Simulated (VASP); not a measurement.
Write the native input for VASP 6.6.1 that does the following.

```
Task                   : single point
Functional             : PBEsol
Potentials or basis    : VASP PAW PBE potentials, release 64 (Cu_sv_GW, O)
Cutoff                 : 820 eV
k mesh                 : 7 × 7 × 7
Occupations            : gaussian, width 0.05 eV
Spin                   : collinear spin, ferromagnetic start
Starting moments       : [0.42, 0.38] μB
Fixed moment           : 0.75 μB
Hubbard terms          : Cu d U = 4.0 eV
Dipole correction      : no
Further INCAR settings : ALGO = Normal; EDIFF = 1e-06; NBANDS = 24
```

The structure of CuO lies in POSCAR:

```
CuO
1.0
    0.0000000000      2.3272527300      2.3272527300
    2.3272527300      0.0000000000      2.3272527300
    2.3272527300      2.3272527300      0.0000000000
Cu O
1 1
Direct
    0.0000000000      0.0000000000      0.0000000000
    0.2500000000      0.2500000000      0.2500000000
```

The input as run:

INCAR

```
PREC     = Accurate       # precision mode
ENCUT    = 820            # plane-wave cutoff, eV
EDIFF    = 1E-6           # SCF threshold, eV
ISMEAR   = 0              # smearing method
SIGMA    = 0.05           # smearing width, eV
LREAL    = False          # projectors in reciprocal space
LASPH    = True           # aspherical terms in the spheres
NELM     = 200            # most SCF steps
ALGO     = Normal         # electronic algorithm
ISIF     = 2              # what is computed and relaxed
LWAVE    = False          # write WAVECAR
LCHARG   = False          # write CHGCAR
ISPIN    = 2              # spin polarisation
MAGMOM   = 0.42 0.38      # initial moments
LORBIT   = 11             # projections on sites
NUPDOWN  = 0.75           # fixed moment
LMAXMIX  = 4              # l up to which the mixer works
LDAU     = True           # DFT+U
LDAUTYPE = 2            
LDAUL    = 2 -1           # shell
LDAUU    = 4 0            # U, eV
LDAUJ    = 0 0          
LDAUPRINT= 1            
GGA      = PS             # functional
NBANDS   = 24             # bands
GGA_COMPAT= False
```

KPOINTS

```
regular mesh
0
Gamma
  7 7 7
```

Potentials or basis: VASP PAW PBE potentials, release 64 (Cu_sv_GW, O).

Run with:

```bash
$ cat potpaw_PBE.64/Cu_sv_GW/POTCAR potpaw_PBE.64/O/POTCAR > POTCAR
$ mpirun -np 1 vasp_std > vasp.out
```

It gave:

```yaml
Pressure: -15.4 GPa
Net_moment: 0.75 μB per cell
Site_moments: Cu +0.45; O +0.28 μB
Valence_electrons_inside_the_program's_atomic_spheres: Cu 17.46; O 4.87
```

Caveat: the cell stands under tension; the PAW data sets were made with another functional, which shifts forces and pressure a little; the total moment is fixed, so each spin has its own Fermi level and the state may be an excited one; a cell with one magnetic atom can't hold antiferromagnetic order, which such compounds often take.

Run time: 46 s on 1 thread of Intel(R) Xeon(R) Platinum 8259CL CPU @ 2.50GHz (Skylake/Cascade Lake) (shared host), peak memory 0.23 GiB.
